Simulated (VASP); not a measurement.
# Ge (Fd-3m) in VASP: further runs, part 2 of 2

VASP 6.6.1.

### 3 Single point, PBEsol

INCAR reads:

```
SYSTEM = Ge
ALGO     = Normal         ! electronic algorithm
EDIFF    = 1E-6           ! SCF threshold, eV
ENCUT    = 520            ! plane-wave cutoff, eV
GGA      = PS             ! functional
ISIF     = 2              ! what is computed and relaxed
ISMEAR   = 0              ! smearing method
LASPH    = .True.         ! aspherical terms in the spheres
LCHARG   = .True.         ! write CHGCAR
LELF     = .True.         ! ELF
LREAL    = .False.        ! projectors in reciprocal space
LVHAR    = .True.       
LWAVE    = .False.        ! write WAVECAR
NBANDS   = 21             ! bands
NELM     = 100            ! most SCF steps
PREC     = Accurate       ! precision mode
SIGMA    = 0.01           ! smearing width, eV
```

KPOINTS reads:

```
k-points
0
Gamma
  12 12 12
  0 0 0
```

POSCAR reads:

```
Ge
1.0
    0.0000000000      2.8094867369      2.8094867369
    2.8094867369      0.0000000000      2.8094867369
    2.8094867369      2.8094867369      0.0000000000
Ge
2
Direct
    0.0000000000      0.0000000000      0.0000000000
    0.2500000000      0.2500000000      0.2500000000
```

Potentials or basis: VASP PAW PBE potentials, release 64 (Ge_d).

Command:

```bash
> cat potpaw_PBE.64/Ge_d/POTCAR > POTCAR
> mpirun -np 1 vasp_std > vasp.out
```

OUTCAR:

```text
SYSTEM = Ge
   EDIFF = 1E-6
   ENCUT = 520
   GGA = PS
   ISIF = 2
   ISMEAR = 0
   LASPH = .True.
   LREAL = .False.
   NELM = 100
   PREC = Accurate

 ion  position               nearest neighbor table
   1  0.000  0.000  0.000-   2 2.43   2 2.43   2 2.43   2 2.43
   2  0.250  0.250  0.250-   1 2.43   1 2.43   1 2.43   1 2.43

  LATTYP: Found a face centered cubic cell.
 ALAT       =     5.6189734738

  Lattice vectors:

 A1 = (   0.0000000000,   2.8094867369,   2.8094867369)
 A2 = (   2.8094867369,   0.0000000000,   2.8094867369)
 A3 = (   2.8094867369,   2.8094867369,   0.0000000000)

Analysis of symmetry for initial positions (statically):
=====================================================================
 Subroutine PRICEL returns:
 Original cell was already a primitive cell.

 Routine SETGRP: Setting up the symmetry group for a
 face centered cubic supercell.

 Subroutine GETGRP returns: Found 48 space group operations
 (whereof 24 operations were pure point group operations)
 out of a pool of 48 trial point group operations.

The static configuration has the point symmetry T_d .
 The point group associated with its full space group is O_h .

Analysis of symmetry for dynamics (positions and initial velocities):
=====================================================================
 Subroutine PRICEL returns:
 Original cell was already a primitive cell.

 Routine SETGRP: Setting up the symmetry group for a
 face centered cubic supercell.

 Subroutine GETGRP returns: Found 48 space group operations
 (whereof 24 operations were pure point group operations)
 out of a pool of 48 trial point group operations.

The dynamic configuration has the point symmetry T_d .
 The point group associated with its full space group is O_h .

 Subroutine INISYM returns: Found 48 space group operations
 (whereof 24 operations are pure point group operations),
 and found     1 'primitive' translations

----------------------------------------------------------------------------------------

                                     Primitive cell

  volume of cell :      44.3518

  direct lattice vectors                    reciprocal lattice vectors
     0.000000000  2.809486737  2.809486737    -0.177968450  0.177968450  0.177968450
     2.809486737  0.000000000  2.809486737     0.177968450 -0.177968450  0.177968450
     2.809486737  2.809486737  0.000000000     0.177968450  0.177968450 -0.177968450

  length of vectors
     3.973214247  3.973214247  3.973214247     0.308250398  0.308250398  0.308250398

  position of ions in fractional coordinates (direct lattice)
     0.000000000  0.000000000  0.000000000
     0.250000000  0.250000000  0.250000000

  ion indices of the primitive-cell ions
   primitive index   ion index
                 1           1
                 2           2

----------------------------------------------------------------------------------------

 KPOINTS: k-points

Automatic generation of k-mesh.
 Grid dimensions read from file:
 generate k-points for:   12   12   12

 Generating k-lattice:

  Cartesian coordinates                     Fractional coordinates (reciprocal lattice)
    -0.014830704  0.014830704  0.014830704     0.083333333  0.000000000  0.000000000
     0.014830704 -0.014830704  0.014830704     0.000000000  0.083333333  0.000000000
     0.014830704  0.014830704 -0.014830704     0.000000000  0.000000000  0.083333333

  Length of vectors
     0.025687533  0.025687533  0.025687533

  Shift w.r.t. Gamma in fractional coordinates (k-lattice)
     0.000000000  0.000000000  0.000000000

 Subroutine IBZKPT returns following result:
 ===========================================

 Found     72 irreducible k-points:

 Following reciprocal coordinates:
            Coordinates               Weight
  0.000000  0.000000  0.000000      1.000000
  0.083333  0.000000  0.000000      8.000000
  0.166667  0.000000  0.000000      8.000000
  0.250000  0.000000  0.000000      8.000000
  0.333333  0.000000  0.000000      8.000000
  0.416667  0.000000  0.000000      8.000000
[... 16 lines left out ...]
  0.500000  0.166667  0.000000     24.000000
 -0.416667  0.166667  0.000000     24.000000
 [... further k-points ...]
   k-points           NKPTS =     72   k-points in BZ     NKDIM =     72   number of bands    NBANDS=     21
   number of dos      NEDOS =    301   number of ions     NIONS =      2
   total plane-waves  NPLWV =  27000
   dimension x,y,z NGX =    30 NGY =   30 NGZ =   30
   dimension x,y,z NGXF=    60 NGYF=   60 NGZF=   60
   ions per type =               2
   NGX,Y,Z   is equivalent  to a cutoff of  12.55, 12.55, 12.55 a.u.
   NGXF,Y,Z  is equivalent  to a cutoff of  25.11, 25.11, 25.11 a.u.
 SYSTEM =  Ge
   PREC   = accura    normal or accurate (medium, high low for compatibility)
   ISTART =      0    job   : 0-new  1-cont  2-samecut
   ICHARG =      2    charge: 1-file 2-atom 10-const
   ISPIN  =      1    spin polarized calculation?
   LNONCOLLINEAR =      F non collinear calculations
   LSORBIT =      F    spin-orbit coupling
   LASPH  =      T    aspherical Exc in radial PAW
   ENCUT  =  520.0 eV  38.22 Ry    6.18 a.u.   7.39  7.39  7.39*2*pi/ulx,y,z
   NELM   =    100;   NELMIN=  2; NELMDL= -5     # of ELM steps
   EDIFF  = 0.1E-05   stopping-criterion for ELM
   LREAL  =      F    real-space projection
   EDIFFG = 0.1E-04   stopping-criterion for IOM
   NSW    =      0    number of steps for IOM
   IBRION =     -1    ionic relax: 0-MD 1-quasi-New 2-CG
   NFREE  =      0    steps in history (QN), initial steepest desc. (CG)
   ISIF   =      2    stress and relaxation
   ISYM   =      2    0-nonsym 1-usesym 2-fastsym
   POTIM  = 0.5000    time-step for ionic-motion
   TEBEG  =    0.0;   TEEND  =   0.0 temperature during run
   PSTRESS=    0.0 pullay stress
   NELECT =      28.0000    total number of electrons
   NUPDOWN=      -1.0000    fix difference up-down
   EMIN   =  10.00;   EMAX   =-10.00  energy-range for DOS
   EFERMI =   0.00;   METHOD = LEGACY
   ISMEAR =     0;   SIGMA  =   0.01  broadening in eV -4-tet -1-fermi 0-gaus
   EFERMI_NEDOS =   21; number of points for ismear=-14 and -15
   IALGO  =     38    algorithm
   IMIX   =      4    mixing-type and parameters
     AMIX     =   0.40;   BMIX     =  1.00
     AMIX_MAG =   1.60;   BMIX_MAG =  1.00
  volume/ion in A,a.u.               =      22.18       149.65
  Fermi-wavevector in a.u.,A,eV,Ry     =   1.404399  2.653929 26.835269  1.972337
  Thomas-Fermi vector in A             =   2.526965
   LORBIT       =      0    0 simple, 1 ext, 2 COOP (PROOUT), +10 PAW based schemes
   GGA     = PS    functional components
   LHFCALC =     F    Hartree Fock is set to
   AEXX    =    0.0000 exact exchange contribution
   IVDW    =     0    specifies the selected vdW correction
   LEPSILON=     F    determine dielectric tensor
   LRPA    =     F    only Hartree local field effects (RPA)
 non-spin polarized calculation
 Gauss-broadening in eV      SIGMA  =   0.01
  energy-cutoff  :      520.00
  volume of cell :       44.35
 maximum number of plane-waves:      1243
 NGX is ok and might be reduce to    30
   NGX = 15   NGY = 15   NGZ = 15

 number of electron      28.0000033 magnetization

 Free energy of the ion-electron system (eV)
  ---------------------------------------------------
  ext. energy  EPLUGINS =         0.00000000
  ---------------------------------------------------
  free energy    TOTEN  =        -9.86517213 eV

  energy without entropy =       -9.86517213  energy(sigma->0) =       -9.86517213

 E-fermi :   5.1127     XC(G=0): -10.2272

 val. band max:        5.0647392334   @ k =   0.0000   0.0000   0.0000
 cond. band min:       5.2477530490   @ k =   0.0000   0.0000   0.0000
 fundamental gap:      0.1830138157
 Fermi energy:         5.1127432885

 k-point     1 :       0.0000    0.0000    0.0000
  band No.  band energies     occupation
      1     -19.7277      2.00000
      2     -19.7277      2.00000
      3     -19.7277      2.00000
      4     -19.6895      2.00000
      5     -19.6895      2.00000
      6     -19.4658      2.00000
[... 13 lines left out ...]
     20      14.6023      0.00000
     21      14.6023      0.00000
[... 529 lines left out ...]
 k-point    24 :      -0.4167    0.1667    0.0000
  band No.  band energies     occupation
      1     -19.7714      2.00000
      2     -19.7599      2.00000
      3     -19.6855      2.00000
      4     -19.6316      2.00000
      5     -19.6237      2.00000
      6     -19.5265      2.00000
[... 13 lines left out ...]
     20      14.7705      0.00000
     21      15.3739      0.00000

 [... further k-points ...]

------------------------ aborting loop because EDIFF is reached ----------------------------------------

  FORCE on cell =-STRESS in cart. coord.  units (eV):
  Direction    XX          YY          ZZ          XY          YZ          ZX
  --------------------------------------------------------------------------------------
  -------------------------------------------------------------------------------------
  Total        0.4745521      0.4745521      0.4745521      0.0000000      0.0000000      0.0000000
  in kB       17.1428705     17.1428705     17.1428705      0.0000000      0.0000000      0.0000000
  external PRESSURE =      17.1428705 kB  Pullay stress =       0.0000000 kB

 VOLUME and BASIS-vectors are now :
 -----------------------------------------------------------------------------
  energy-cutoff  :      520.00
  volume of cell :       44.35
      direct lattice vectors                 reciprocal lattice vectors
     0.000000000  2.809486737  2.809486737    -0.177968450  0.177968450  0.177968450
     2.809486737  0.000000000  2.809486737     0.177968450 -0.177968450  0.177968450
     2.809486737  2.809486737  0.000000000     0.177968450  0.177968450 -0.177968450

 POSITION                                       TOTAL-FORCE (eV/Angst)
 -----------------------------------------------------------------------------------
      0.00000      0.00000      0.00000        -0.000000      0.000000     -0.000000
      1.40474      1.40474      1.40474         0.000000     -0.000000      0.000000
 -----------------------------------------------------------------------------------
    total drift:                                0.000000      0.000000      0.000000

  FREE ENERGIE OF THE ION-ELECTRON SYSTEM (eV)
  ---------------------------------------------------
  free  energy   TOTEN  =        -9.8651721298 eV

  energy  without entropy=       -9.8651721298  energy(sigma->0) =       -9.86517213
```

It took 2.3 min on 1 thread of AMD EPYC 7R13, shared host; peak memory 0.17 GiB.

What came out:

```
Free energy            : -9.8652 eV
Pressure               : 1.7 GPa
Band gap on the k mesh : 0.18 eV, direct
```

Levels at points of the mesh, in eV from the valence-band top:
```csv
k point,band 11,band 12,band 13,band 14,band 15,band 16,band 17,band 18
"(0.00, 0.00, 0.00)",-12.96,0.00,0.00,0.00,0.18,2.54,2.54,2.54
"(0.50, 0.00, 0.00)",-10.81,-7.73,-1.44,-1.44,0.19,3.72,3.72,6.97
"(0.50, 0.50, 0.00)",-8.98,-8.98,-3.16,-3.16,0.64,0.64,9.66,9.66
```

Caveat: the PAW data sets were made with another functional, which shifts forces and pressure a little. A k mesh can miss the band edges.

### 4 Relaxation of the atoms, PBEsol (strained cell)

INCAR reads:

```
PREC = Accurate
ENCUT = 520
EDIFF = 1E-6
ISMEAR = 0
SIGMA = 0.1
LREAL = False
LASPH = True
NELM = 100
ALGO = Normal
ISIF = 2
LWAVE = False
LCHARG = False
GGA = PS
IBRION = 2
NSW = 60
EDIFFG = -0.002
```

KPOINTS reads:

```
Automatic mesh
0
Gamma
  12 12 12
```

POSCAR is that of step 3.

Command:

```bash
> cat potpaw_PBE.64/Ge_d/POTCAR > POTCAR
> mpirun -np 1 vasp_std > vasp.out
```

Wall time 2.1 min (1 thread of AMD EPYC 7R13, shared host); peak memory 0.16 GiB.

It converged, with:

```
Free energy             : -9.8652 eV
Pressure after relaxing : 2.1 GPa
Band gap on the k mesh  : 0.18 eV, direct
```

Final structure:
```xyz
2
Lattice="0.0000 2.8095 2.8095 2.8095 0.0000 2.8095 2.8095 2.8095 0.0000" Properties=species:S:1:pos:R:3 pbc="T T T"
Ge    0.0000    0.0000    0.0000
Ge    1.4047    1.4047    1.4047
```

Levels at points of the mesh, in eV from the valence-band top:
| k point | band 11 | band 12 | band 13 | band 14 | band 15 | band 16 | band 17 | band 18 |
| --- | --- | --- | --- | --- | --- | --- | --- | --- |
| (0.00, 0.00, 0.00) | -12.96 | 0.00 | 0.00 | 0.00 | 0.18 | 2.54 | 2.54 | 2.54 |
| (0.50, 0.00, 0.00) | -10.81 | -7.73 | -1.44 | -1.44 | 0.19 | 3.72 | 3.72 | 6.97 |
| (0.50, 0.50, 0.00) | -8.98 | -8.98 | -3.16 | -3.16 | 0.64 | 0.64 | 9.66 | 9.66 |

Caveat: the cell differs from its parent crystal (strained cell); the relaxation stopped at its first step, so nothing moved; the PAW data sets were made with another functional, which shifts forces and pressure a little.

### 5 The runs side by side

```csv
task,cell,smearing,gap on the mesh (eV),pressure (GPa)
single point,as given,gaussian 0.1 eV,0.18,1.7
single point,as given,gaussian 0.01 eV,0.18,1.7
relaxation of the atoms,atoms relaxed,gaussian 0.1 eV,0.18,2.1
```

Alike in all rows: level PBEsol; potentials or basis VASP PAW PBE potentials, release 64 (Ge_d); no spin polarisation; k mesh 12 × 12 × 12; cutoff (eV) 520.

Caveats: the PAW data sets were made with another functional, which shifts forces and pressure a little; the relaxation stopped at its first step, so nothing moved (some runs).

Absolute energies hang on the potentials; compare differences alone.
